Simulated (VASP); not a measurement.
# BaZrO3 (Pm-3m) in VASP: single point with r2SCAN

Aim: the single point of BaZrO3 with r2SCAN.

Program: VASP 6.6.1. These are calculated values, not measurements. Logs are shortened: lines on timing, memory, paths and dates and some standing lists are left out, and cuts for length are marked.

### Step 1. The cell of the first run

Symmetry: Pm-3m, No. 221, cubic system. Conventional cell: a = 4.156 Å, b = 4.156 Å, c = 4.156 Å, α = 90.00°, β = 90.00°, γ = 90.00°. Within 2.8 Å of O (site symmetry 4/mmm) lie 2 Zr at 2.08 Å. Ba (site symmetry m-3m) has 12 O at 2.94 Å and 8 Zr at 3.60 Å within 3.9 Å. Within 2.8 Å of Zr (site symmetry m-3m) lie 6 O at 2.08 Å.

### Step 2. Single point, r2SCAN

File POSCAR:

```
BaZrO3
1.0
    4.1558340000      0.0000000000      0.0000000000
    0.0000000000      4.1558340000      0.0000000000
    0.0000000000      0.0000000000      4.1558340000
O Ba Zr
3 1 1
Direct
    0.0000000000      0.5000000000      0.5000000000
    0.5000000000      0.0000000000      0.5000000000
    0.5000000000      0.5000000000      0.0000000000
    0.0000000000      0.0000000000      0.0000000000
    0.5000000000      0.5000000000      0.5000000000
```

File INCAR.step1:

```
SYSTEM = BaZrO3
PREC = Accurate
ENCUT = 910
ISMEAR = -1
SIGMA = 0.0123
LREAL = .FALSE.
LASPH = .TRUE.
NELM = 120
NBANDS = 28
GGA = PE
ALGO = Normal
EDIFF = 1E-5
LWAVE = .TRUE.
LCHARG = .FALSE.
GGA_COMPAT = .FALSE.
```

File INCAR.step2:

```
SYSTEM = BaZrO3
PREC = Accurate
ENCUT = 910
EDIFF = 1E-6
ISMEAR = -1
SIGMA = 0.0123
LREAL = .FALSE.
LASPH = .TRUE.
NELM = 120
ALGO = Normal
ISIF = 2
LWAVE = .FALSE.
LCHARG = .FALSE.
METAGGA = R2SCAN
LMIXTAU = .TRUE.
NBANDS = 28
ISTART = 1
GGA_COMPAT = .FALSE.
```

File KPOINTS:

```
regular mesh
0
G
  6 6 6
  0 0 0
```

Potentials or basis: VASP PAW PBE potentials, release 64 (O_h, Ba_sv, Zr_sv).

Started as:

```bash
> cat potpaw_PBE.64/O_h/POTCAR potpaw_PBE.64/Ba_sv/POTCAR potpaw_PBE.64/Zr_sv/POTCAR > POTCAR
> cp INCAR.step1 INCAR
> mpirun -np 1 vasp_std > vasp.out
> cp INCAR.step2 INCAR
> mpirun -np 1 vasp_std > vasp.out
```

OUTCAR:

```text
SYSTEM = BaZrO3
   PREC = Accurate
   ENCUT = 910
   EDIFF = 1E-6
   ISMEAR = -1
   LREAL = .FALSE.
   LASPH = .TRUE.
   NELM = 120
   ISIF = 2
   METAGGA = R2SCAN
   ISTART = 1

 ion  position               nearest neighbor table
   1  0.000  0.500  0.500-   5 2.08   5 2.08   4 2.94   4 2.94   4 2.94   4 2.94
   2  0.500  0.000  0.500-   5 2.08   5 2.08   4 2.94   4 2.94   4 2.94   4 2.94
   3  0.500  0.500  0.000-   5 2.08   5 2.08   4 2.94   4 2.94   4 2.94   4 2.94
   4  0.000  0.000  0.000-   1 2.94   2 2.94   3 2.94   1 2.94   2 2.94   1 2.94   3 2.94   1 2.94
                             2 2.94   3 2.94   2 2.94   3 2.94   5 3.60   5 3.60   5 3.60   5 3.60
   5  0.500  0.500  0.500-   1 2.08   2 2.08   3 2.08   3 2.08   2 2.08   1 2.08   4 3.60   4 3.60
                             4 3.60   4 3.60   4 3.60   4 3.60   4 3.60   4 3.60

  LATTYP: Found a simple cubic cell.
 ALAT       =     4.1558340000

  Lattice vectors:

 A1 = (   4.1558340000,   0.0000000000,   0.0000000000)
 A2 = (   0.0000000000,   4.1558340000,   0.0000000000)
 A3 = (   0.0000000000,   0.0000000000,   4.1558340000)

Analysis of symmetry for initial positions (statically):
=====================================================================
 Subroutine PRICEL returns:
 Original cell was already a primitive cell.

 Routine SETGRP: Setting up the symmetry group for a
 simple cubic supercell.

 Subroutine GETGRP returns: Found 48 space group operations
 (whereof 48 operations were pure point group operations)
 out of a pool of 48 trial point group operations.

The static configuration has the point symmetry O_h .

Analysis of symmetry for dynamics (positions and initial velocities):
=====================================================================
 Subroutine PRICEL returns:
 Original cell was already a primitive cell.

 Routine SETGRP: Setting up the symmetry group for a
 simple cubic supercell.

 Subroutine GETGRP returns: Found 48 space group operations
 (whereof 48 operations were pure point group operations)
 out of a pool of 48 trial point group operations.

The dynamic configuration has the point symmetry O_h .

 Subroutine INISYM returns: Found 48 space group operations
 (whereof 48 operations are pure point group operations),
 and found     1 'primitive' translations

----------------------------------------------------------------------------------------

                                     Primitive cell

  volume of cell :      71.7752

  direct lattice vectors                    reciprocal lattice vectors
     4.155834000  0.000000000  0.000000000     0.240625588  0.000000000  0.000000000
     0.000000000  4.155834000  0.000000000     0.000000000  0.240625588  0.000000000
     0.000000000  0.000000000  4.155834000     0.000000000  0.000000000  0.240625588

  length of vectors
     4.155834000  4.155834000  4.155834000     0.240625588  0.240625588  0.240625588

  position of ions in fractional coordinates (direct lattice)
     0.000000000  0.500000000  0.500000000
     0.500000000  0.000000000  0.500000000
     0.500000000  0.500000000  0.000000000
     0.000000000  0.000000000  0.000000000
     0.500000000  0.500000000  0.500000000

  ion indices of the primitive-cell ions
   primitive index   ion index
                 1           1
                 2           2
                 3           3
                 4           4
                 5           5

----------------------------------------------------------------------------------------

 KPOINTS: regular mesh

Automatic generation of k-mesh.
 Grid dimensions read from file:
 generate k-points for:    6    6    6

 Generating k-lattice:

  Cartesian coordinates                     Fractional coordinates (reciprocal lattice)
     0.040104265  0.000000000  0.000000000     0.166666667  0.000000000  0.000000000
     0.000000000  0.040104265  0.000000000     0.000000000  0.166666667  0.000000000
     0.000000000  0.000000000  0.040104265     0.000000000  0.000000000  0.166666667

  Length of vectors
     0.040104265  0.040104265  0.040104265

  Shift w.r.t. Gamma in fractional coordinates (k-lattice)
     0.000000000  0.000000000  0.000000000

 Subroutine IBZKPT returns following result:
 ===========================================

 Found     20 irreducible k-points:

 Following reciprocal coordinates:
            Coordinates               Weight
  0.000000  0.000000  0.000000      1.000000
  0.166667  0.000000  0.000000      6.000000
  0.333333  0.000000  0.000000      6.000000
  0.500000  0.000000  0.000000      3.000000
  0.166667  0.166667  0.000000     12.000000
  0.333333  0.166667  0.000000     24.000000
[... 12 lines left out ...]
  0.500000  0.500000  0.333333      6.000000
  0.500000  0.500000  0.500000      1.000000
   k-points           NKPTS =     20   k-points in BZ     NKDIM =     20   number of bands    NBANDS=     28
   number of dos      NEDOS =    301   number of ions     NIONS =      5
   total plane-waves  NPLWV =  74088
   dimension x,y,z NGX =    42 NGY =   42 NGZ =   42
   dimension x,y,z NGXF=    84 NGYF=   84 NGZF=   84
   ions per type =               3   1   1
   NGX,Y,Z   is equivalent  to a cutoff of  16.80, 16.80, 16.80 a.u.
   NGXF,Y,Z  is equivalent  to a cutoff of  33.60, 33.60, 33.60 a.u.
 SYSTEM =  BaZrO3
   PREC   = accura    normal or accurate (medium, high low for compatibility)
   ISTART =      1    job   : 0-new  1-cont  2-samecut
   ICHARG =      0    charge: 1-file 2-atom 10-const
   ISPIN  =      1    spin polarized calculation?
   LNONCOLLINEAR =      F non collinear calculations
   LSORBIT =      F    spin-orbit coupling
   LASPH  =      T    aspherical Exc in radial PAW
   ENCUT  =  910.0 eV  66.88 Ry    8.18 a.u.  10.22 10.22 10.22*2*pi/ulx,y,z
   NELM   =    120;   NELMIN=  2; NELMDL=  0     # of ELM steps
   EDIFF  = 0.1E-05   stopping-criterion for ELM
   LREAL  =      F    real-space projection
   EDIFFG = 0.1E-04   stopping-criterion for IOM
   NSW    =      0    number of steps for IOM
   IBRION =     -1    ionic relax: 0-MD 1-quasi-New 2-CG
   NFREE  =      0    steps in history (QN), initial steepest desc. (CG)
   ISIF   =      2    stress and relaxation
   ISYM   =      2    0-nonsym 1-usesym 2-fastsym
   POTIM  = 0.5000    time-step for ionic-motion
   TEBEG  =    0.0;   TEEND  =   0.0 temperature during run
   PSTRESS=    0.0 pullay stress
   NELECT =      40.0000    total number of electrons
   NUPDOWN=      -1.0000    fix difference up-down
   EMIN   =  10.00;   EMAX   =-10.00  energy-range for DOS
   EFERMI =   0.00;   METHOD = LEGACY
   ISMEAR =    -1;   SIGMA  =   0.01  broadening in eV -4-tet -1-fermi 0-gaus
   EFERMI_NEDOS =   21; number of points for ismear=-14 and -15
   IALGO  =     38    algorithm
   IMIX   =      4    mixing-type and parameters
     AMIX     =   0.40;   BMIX     =  1.00
     AMIX_MAG =   1.60;   BMIX_MAG =  1.00
  volume/ion in A,a.u.               =      14.36        96.87
  Fermi-wavevector in a.u.,A,eV,Ry     =   1.347214  2.545866 24.694383  1.814986
  Thomas-Fermi vector in A             =   2.474983
   LORBIT       =      0    0 simple, 1 ext, 2 COOP (PROOUT), +10 PAW based schemes
   METAGGA = R2SCAN    functional components
   LHFCALC =     F    Hartree Fock is set to
   AEXX    =    0.0000 exact exchange contribution
   IVDW    =     0    specifies the selected vdW correction
   LEPSILON=     F    determine dielectric tensor
   LRPA    =     F    only Hartree local field effects (RPA)
 non-spin polarized calculation
  energy-cutoff  :      910.00
  volume of cell :       71.78
 maximum number of plane-waves:      4500
 NGX is ok and might be reduce to    42
   NGX = 21   NGY = 21   NGZ = 21

 number of electron      40.0000012 magnetization

 Free energy of the ion-electron system (eV)
  ---------------------------------------------------
  ext. energy  EPLUGINS =         0.00000000
  ---------------------------------------------------
  free energy    TOTEN  =       -85.06411281 eV

  energy without entropy =      -85.06411281  energy(sigma->0) =      -85.06411281

 E-fermi :   4.3645     XC(G=0): -11.5338

 val. band max:        3.9826964730   @ k =   0.5000   0.5000   0.5000
 cond. band min:       7.7592044906   @ k =   0.0000   0.0000   0.0000
 fundamental gap:      3.7765080176
 Fermi energy:         4.3645389885

 k-point     1 :       0.0000    0.0000    0.0000
  band No.  band energies     occupation
      1     -44.3516      2.00000
      2     -21.9325      2.00000
      3     -21.8318      2.00000
      4     -21.8318      2.00000
      5     -21.8318      2.00000
      6     -13.3978      2.00000
[... 20 lines left out ...]
     27      12.2532      0.00000
     28      12.2532      0.00000

 k-point     2 :       0.1667    0.0000    0.0000
  band No.  band energies     occupation
      1     -44.3505      2.00000
      2     -22.0513      2.00000
      3     -21.8297      2.00000
      4     -21.8297      2.00000
      5     -21.7782      2.00000
      6     -13.4144      2.00000
[... 20 lines left out ...]
     27      12.2555      0.00000
     28      12.9610      0.00000

 k-point     3 :       0.3333    0.0000    0.0000
  band No.  band energies     occupation
      1     -44.3483      2.00000
      2     -22.2264      2.00000
      3     -21.8257      2.00000
      4     -21.8257      2.00000
      5     -21.7251      2.00000
      6     -13.5344      2.00000
[... 20 lines left out ...]
     27      12.3501      0.00000
     28      12.9371      0.00000

 k-point     4 :       0.5000    0.0000    0.0000
  band No.  band energies     occupation
      1     -44.3472      2.00000
      2     -22.3047      2.00000
      3     -21.8236      2.00000
      4     -21.8236      2.00000
      5     -21.7037      2.00000
      6     -13.5988      2.00000
[... 20 lines left out ...]
     27      12.2461      0.00000
     28      13.3616      0.00000

 k-point     5 :       0.1667    0.1667    0.0000
  band No.  band energies     occupation
      1     -44.3494      2.00000
      2     -22.0733      2.00000
      3     -21.9153      2.00000
      4     -21.8278      2.00000
      5     -21.7374      2.00000
      6     -13.3662      2.00000
[... 20 lines left out ...]
     27      12.7353      0.00000
     28      12.9099      0.00000

 k-point     6 :       0.3333    0.1667    0.0000
  band No.  band energies     occupation
      1     -44.3473      2.00000
      2     -22.1995      2.00000
      3     -21.9262      2.00000
      4     -21.8238      2.00000
      5     -21.7246      2.00000
      6     -13.4186      2.00000
[... 339 lines left out ...]
      5     -21.7745      2.00000
      6     -12.5423      2.00000
[... 20 lines left out ...]
     27      13.0411      0.00000
     28      13.0411      0.00000

 k-point    18 :       0.5000    0.3333    0.3333
  band No.  band energies     occupation
      1     -44.3408      2.00000
      2     -22.1558      2.00000
      3     -22.0660      2.00000
      4     -22.0635      2.00000
      5     -21.7862      2.00000
      6     -12.4893      2.00000
[... 20 lines left out ...]
     27      13.0058      0.00000
     28      13.7132      0.00000

 k-point    19 :       0.5000    0.5000    0.3333
  band No.  band energies     occupation
      1     -44.3397      2.00000
      2     -22.1413      2.00000
      3     -22.1413      2.00000
      4     -22.0621      2.00000
      5     -21.7883      2.00000
      6     -12.4006      2.00000
[... 20 lines left out ...]
     27      13.2773      0.00000
     28      14.0364      0.00000

 k-point    20 :       0.5000    0.5000    0.5000
  band No.  band energies     occupation
      1     -44.3386      2.00000
      2     -22.1384      2.00000
      3     -22.1384      2.00000
      4     -22.1384      2.00000
      5     -21.7779      2.00000
      6     -12.0786      2.00000
[... 20 lines left out ...]
     27      13.9059      0.00000
     28      13.9059      0.00000

------------------------ aborting loop because EDIFF is reached ----------------------------------------

  FORCE on cell =-STRESS in cart. coord.  units (eV):
  Direction    XX          YY          ZZ          XY          YZ          ZX
  --------------------------------------------------------------------------------------
  -------------------------------------------------------------------------------------
  Total        3.2200779      3.2200779      3.2200779      0.0000000      0.0000000      0.0000000
  in kB       71.8790589     71.8790589     71.8790589      0.0000000      0.0000000      0.0000000
  external PRESSURE =      71.8790589 kB  Pullay stress =       0.0000000 kB

 VOLUME and BASIS-vectors are now :
 -----------------------------------------------------------------------------
  energy-cutoff  :      910.00
  volume of cell :       71.78
      direct lattice vectors                 reciprocal lattice vectors
     4.155834000  0.000000000  0.000000000     0.240625588  0.000000000  0.000000000
     0.000000000  4.155834000  0.000000000     0.000000000  0.240625588  0.000000000
     0.000000000  0.000000000  4.155834000     0.000000000  0.000000000  0.240625588

 POSITION                                       TOTAL-FORCE (eV/Angst)
 -----------------------------------------------------------------------------------
      0.00000      2.07792      2.07792         0.000000      0.000000      0.000000
      2.07792      0.00000      2.07792         0.000000      0.000000      0.000000
      2.07792      2.07792      0.00000         0.000000      0.000000      0.000000
      0.00000      0.00000      0.00000         0.000000      0.000000      0.000000
      2.07792      2.07792      2.07792         0.000000      0.000000      0.000000
 -----------------------------------------------------------------------------------
    total drift:                                0.000000     -0.000000     -0.000000

  FREE ENERGIE OF THE ION-ELECTRON SYSTEM (eV)
  ---------------------------------------------------
  free  energy   TOTEN  =       -85.0641128131 eV

  energy  without entropy=      -85.0641128131  energy(sigma->0) =      -85.06411281
```

Run time: 2.5 min. Hardware: 1 thread of Intel Xeon 6975P-C (Granite Rapids), shared host; peak memory 0.34 GiB.

What came out:

- Free energy: -85.0641 eV
- Pressure: 7.2 GPa
- Band gap on the k mesh: 3.78 eV (least direct gap 3.98 eV)

Caveat: the cell stands under pressure; the PAW data sets were made with another functional, which shifts forces and pressure a little; spin-orbit coupling is left out, which moves the levels of the heavy elements.
